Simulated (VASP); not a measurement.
Nb, 1 atom in the cell. The cell holds a sublattice, 1 atom: a = 3.227 Å, b = 3.227 Å, c = 3.227 Å, α = 60.00°, β = 60.00°, γ = 60.00°. 

| Quantity | Value |
| --- | --- |
| Program | VASP 6.6.1 |
| Task | single point |
| Functional | PBE |
| Potentials or basis | VASP PAW PBE potentials, release 64 (Nb_sv) |
| Cutoff | 400 eV |
| k mesh | 12 × 12 × 12 |
| Occupations | gaussian, width 0.1 eV |
| Spin | no spin polarisation |
| Dipole correction | no |
| Further INCAR settings | ALGO = Normal; EDIFF = 1e-06; NBANDS = 12 |

Potentials or basis: VASP PAW PBE potentials, release 64 (Nb_sv).

Launch:

```sh
$ cat potpaw_PBE.64/Nb_sv/POTCAR > POTCAR
$ mpirun -np 1 vasp_std > vasp.out
```

Hardware: 1 thread of Intel Xeon 6975P-C, with other jobs on the host.

**Question.** How long does it take, and how much memory?

**Answer.** Run time: 9.7 s on 1 thread of Intel Xeon 6975P-C, with other jobs on the host, peak memory 0.14 GiB. Counts: scf iterations 11, k points 72.
